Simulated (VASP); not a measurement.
# GaSi2 (Fd-3m) in VASP: further runs, part 2 of 2

VASP 6.6.1. The steps go on from the part before.

## (3) Single point, r2SCAN

This run uses another cell than the first one, of 16.11 Å³/atom.

Contents of POSCAR:

```
GaSi2
1.0
    0.0000000000      3.6425174183      3.6425174183
    3.6425174183      0.0000000000      3.6425174183
    3.6425174183      3.6425174183      0.0000000000
Ga Si
2 4
Direct
    0.0000000000      0.0000000000      0.0000000000
    0.2500000000      0.2500000000      0.2500000000
    0.6250000000      0.6250000000      0.6250000000
    0.1250000000      0.6250000000      0.6250000000
    0.6250000000      0.6250000000      0.1250000000
    0.6250000000      0.1250000000      0.6250000000
```

Contents of INCAR.step1:

```
  PREC = Accurate
  ENCUT = 520
  ISMEAR = 0
  SIGMA = 0.1
  LREAL = F
  LASPH = T
  NELM = 60
  NBANDS = 30
  GGA = PE
  ALGO = Normal
  EDIFF = 1E-4
  LWAVE = T
  LCHARG = F
```

Contents of INCAR.step2:

```
  PREC = Accurate
  ENCUT = 520
  EDIFF = 1E-7
  ISMEAR = 0
  SIGMA = 0.1
  LREAL = F
  LASPH = T
  NELM = 60
  ALGO = Normal
  ISIF = 2
  LWAVE = F
  LCHARG = T
  METAGGA = R2SCAN
  LMIXTAU = T
  LELF = T
  LVHAR = T
  NBANDS = 30
  ISTART = 1
```

Contents of KPOINTS:

```
Automatic mesh
0
Gamma
  10 10 10
```

Potentials or basis: VASP PAW PBE potentials, release 64 (Ga_d, Si).

Launch:

```
> cat potpaw_PBE.64/Ga_d/POTCAR potpaw_PBE.64/Si/POTCAR > POTCAR
> cp INCAR.step1 INCAR
> mpirun -np 1 vasp_std > vasp.out
> cp INCAR.step2 INCAR
> mpirun -np 1 vasp_std > vasp.out
```

OUTCAR:

```text
PREC = Accurate
   ENCUT = 520
   EDIFF = 1E-7
   ISMEAR = 0
   LREAL = F
   LASPH = T
   NELM = 60
   ISIF = 2
   METAGGA = R2SCAN
   ISTART = 1

 ion  position               nearest neighbor table
   1  0.000  0.000  0.000-   6 3.02   4 3.02   4 3.02   6 3.02   4 3.02   5 3.02   6 3.02   3 3.02
                             3 3.02   5 3.02   5 3.02   3 3.02
   2  0.250  0.250  0.250-   4 3.02   5 3.02   6 3.02   4 3.02   6 3.02   4 3.02   6 3.02   3 3.02
                             5 3.02   3 3.02   5 3.02   3 3.02
   3  0.625  0.625  0.625-   4 2.58   5 2.58   6 2.58   5 2.58   6 2.58   4 2.58   1 3.02   2 3.02
                             1 3.02   2 3.02   1 3.02   2 3.02
   4  0.125  0.625  0.625-   3 2.58   5 2.58   6 2.58   3 2.58   5 2.58   6 2.58   2 3.02   1 3.02
                             1 3.02   2 3.02   2 3.02   1 3.02
   5  0.625  0.625  0.125-   3 2.58   3 2.58   4 2.58   6 2.58   6 2.58   4 2.58   1 3.02   2 3.02
                             1 3.02   2 3.02   1 3.02   2 3.02
   6  0.625  0.125  0.625-   3 2.58   5 2.58   3 2.58   4 2.58   5 2.58   4 2.58   2 3.02   1 3.02
                             2 3.02   2 3.02   1 3.02   1 3.02

  LATTYP: Found a face centered cubic cell.
 ALAT       =     7.2850348366

  Lattice vectors:

 A1 = (   0.0000000000,   3.6425174183,   3.6425174183)
 A2 = (   3.6425174183,   0.0000000000,   3.6425174183)
 A3 = (   3.6425174183,   3.6425174183,   0.0000000000)

Analysis of symmetry for initial positions (statically):
=====================================================================
 Subroutine PRICEL returns:
 Original cell was already a primitive cell.

 Routine SETGRP: Setting up the symmetry group for a
 face centered cubic supercell.

 Subroutine GETGRP returns: Found 48 space group operations
 (whereof 24 operations were pure point group operations)
 out of a pool of 48 trial point group operations.

The static configuration has the point symmetry T_d .
 The point group associated with its full space group is O_h .

Analysis of symmetry for dynamics (positions and initial velocities):
=====================================================================
 Subroutine PRICEL returns:
 Original cell was already a primitive cell.

 Routine SETGRP: Setting up the symmetry group for a
 face centered cubic supercell.

 Subroutine GETGRP returns: Found 48 space group operations
 (whereof 24 operations were pure point group operations)
 out of a pool of 48 trial point group operations.

The dynamic configuration has the point symmetry T_d .
 The point group associated with its full space group is O_h .

 Subroutine INISYM returns: Found 48 space group operations
 (whereof 24 operations are pure point group operations),
 and found     1 'primitive' translations

----------------------------------------------------------------------------------------

                                     Primitive cell

  volume of cell :      96.6574

  direct lattice vectors                    reciprocal lattice vectors
     0.000000000  3.642517418  3.642517418    -0.137267703  0.137267703  0.137267703
     3.642517418  0.000000000  3.642517418     0.137267703 -0.137267703  0.137267703
     3.642517418  3.642517418  0.000000000     0.137267703  0.137267703 -0.137267703

  length of vectors
     5.151297534  5.151297534  5.151297534     0.237754636  0.237754636  0.237754636

  position of ions in fractional coordinates (direct lattice)
     0.000000000  0.000000000  0.000000000
     0.250000000  0.250000000  0.250000000
     0.625000000  0.625000000  0.625000000
[... 66 lines left out ...]
   k-points           NKPTS =     47   k-points in BZ     NKDIM =     47   number of bands    NBANDS=     30
   number of dos      NEDOS =    301   number of ions     NIONS =      6
   total plane-waves  NPLWV =  64000
   dimension x,y,z NGX =    40 NGY =   40 NGZ =   40
   dimension x,y,z NGXF=    80 NGYF=   80 NGZF=   80
   ions per type =               2   4
   NGX,Y,Z   is equivalent  to a cutoff of  12.91, 12.91, 12.91 a.u.
   NGXF,Y,Z  is equivalent  to a cutoff of  25.82, 25.82, 25.82 a.u.
 SYSTEM =  unknown system
   PREC   = accura    normal or accurate (medium, high low for compatibility)
   ISTART =      1    job   : 0-new  1-cont  2-samecut
   ICHARG =      0    charge: 1-file 2-atom 10-const
   ISPIN  =      1    spin polarized calculation?
   LNONCOLLINEAR =      F non collinear calculations
   LSORBIT =      F    spin-orbit coupling
   LASPH  =      T    aspherical Exc in radial PAW
   ENCUT  =  520.0 eV  38.22 Ry    6.18 a.u.   9.58  9.58  9.58*2*pi/ulx,y,z
   NELM   =     60;   NELMIN=  2; NELMDL=  0     # of ELM steps
   EDIFF  = 0.1E-06   stopping-criterion for ELM
   LREAL  =      F    real-space projection
   EDIFFG = 0.1E-05   stopping-criterion for IOM
   NSW    =      0    number of steps for IOM
   IBRION =     -1    ionic relax: 0-MD 1-quasi-New 2-CG
   NFREE  =      0    steps in history (QN), initial steepest desc. (CG)
   ISIF   =      2    stress and relaxation
   ISYM   =      2    0-nonsym 1-usesym 2-fastsym
   POTIM  = 0.5000    time-step for ionic-motion
   TEBEG  =    0.0;   TEEND  =   0.0 temperature during run
   PSTRESS=    0.0 pullay stress
   NELECT =      42.0000    total number of electrons
   NUPDOWN=      -1.0000    fix difference up-down
   EMIN   =  10.00;   EMAX   =-10.00  energy-range for DOS
   EFERMI =   0.00;   METHOD = LEGACY
   ISMEAR =     0;   SIGMA  =   0.10  broadening in eV -4-tet -1-fermi 0-gaus
   EFERMI_NEDOS =   21; number of points for ismear=-14 and -15
   IALGO  =     38    algorithm
   IMIX   =      4    mixing-type and parameters
     AMIX     =   0.40;   BMIX     =  1.00
     AMIX_MAG =   1.60;   BMIX_MAG =  1.00
  volume/ion in A,a.u.               =      16.11       108.71
  Fermi-wavevector in a.u.,A,eV,Ry     =   1.239975  2.343213 20.919477  1.537538
  Thomas-Fermi vector in A             =   2.374435
   LORBIT       =      0    0 simple, 1 ext, 2 COOP (PROOUT), +10 PAW based schemes
   METAGGA = R2SCAN    functional components
   LHFCALC =     F    Hartree Fock is set to
   AEXX    =    0.0000 exact exchange contribution
   IVDW    =     0    specifies the selected vdW correction
   LEPSILON=     F    determine dielectric tensor
   LRPA    =     F    only Hartree local field effects (RPA)
 non-spin polarized calculation
 Gauss-broadening in eV      SIGMA  =   0.10
  energy-cutoff  :      520.00
  volume of cell :       96.66
 maximum number of plane-waves:      2653
 NGX is ok and might be reduce to    40
   NGX = 19   NGY = 19   NGZ = 19

 number of electron      41.9999985 magnetization

 Free energy of the ion-electron system (eV)
  ---------------------------------------------------
  ext. energy  EPLUGINS =         0.00000000
  ---------------------------------------------------
  free energy    TOTEN  =       -54.56928774 eV

  energy without entropy =      -54.55675667  energy(sigma->0) =      -54.56302220

 E-fermi :   8.1957     XC(G=0): -11.9622

 val. band max:        8.1916012685   @ k =  -0.4000   0.5000   0.1000
 cond. band min:       8.2424992841   @ k =  -0.4000   0.4000   0.1000
 fundamental gap:      0.0508980156
 Fermi energy:         8.1957240085

 k-point     1 :       0.0000    0.0000    0.0000
  band No.  band energies     occupation
      1      -7.2862      2.00000
      2      -7.2862      2.00000
      3      -7.2760      2.00000
      4      -7.2760      2.00000
      5      -7.2760      2.00000
      6      -7.2003      2.00000
[... 781 lines left out ...]
     29      14.0368      0.00000
     30      14.5765      0.00000

 [... further k-points ...]

------------------------ aborting loop because EDIFF is reached ----------------------------------------

  FORCE on cell =-STRESS in cart. coord.  units (eV):
  Direction    XX          YY          ZZ          XY          YZ          ZX
  --------------------------------------------------------------------------------------
  -------------------------------------------------------------------------------------
  Total        0.0163484      0.0163484      0.0163484     -0.0000000      0.0000000      0.0000000
  in kB        0.2709892      0.2709892      0.2709892     -0.0000000      0.0000000      0.0000000
  external PRESSURE =       0.2709892 kB  Pullay stress =       0.0000000 kB

 VOLUME and BASIS-vectors are now :
 -----------------------------------------------------------------------------
  energy-cutoff  :      520.00
  volume of cell :       96.66
      direct lattice vectors                 reciprocal lattice vectors
     0.000000000  3.642517418  3.642517418    -0.137267703  0.137267703  0.137267703
     3.642517418  0.000000000  3.642517418     0.137267703 -0.137267703  0.137267703
     3.642517418  3.642517418  0.000000000     0.137267703  0.137267703 -0.137267703

 POSITION                                       TOTAL-FORCE (eV/Angst)
 -----------------------------------------------------------------------------------
      0.00000      0.00000      0.00000        -0.000000      0.000000      0.000000
      1.82126      1.82126      1.82126         0.000000     -0.000000     -0.000000
      4.55315      4.55315      4.55315         0.000000     -0.000000     -0.000000
      4.55315      2.73189      2.73189         0.000000     -0.000000     -0.000000
      2.73189      2.73189      4.55315         0.000000     -0.000000     -0.000000
      2.73189      4.55315      2.73189         0.000000     -0.000000     -0.000000
 -----------------------------------------------------------------------------------
    total drift:                               -0.000000     -0.000000      0.000000

  FREE ENERGIE OF THE ION-ELECTRON SYSTEM (eV)
  ---------------------------------------------------
  free  energy   TOTEN  =       -54.5692877405 eV

  energy  without entropy=      -54.5567566693  energy(sigma->0) =      -54.56302220
```

Wall time 14 min (1 thread of Intel Xeon 8259CL, shared host); peak memory 0.32 GiB.

What came out:

| Quantity | Value |
| --- | --- |
| Free energy | -54.5693 eV |
| Pressure | 0.0 GPa |
| Band gap on the k mesh | zero (bands 21 and 22 overlap by 3.21 eV) |

Caveat: the PAW data sets were made with another functional, which shifts forces and pressure a little.
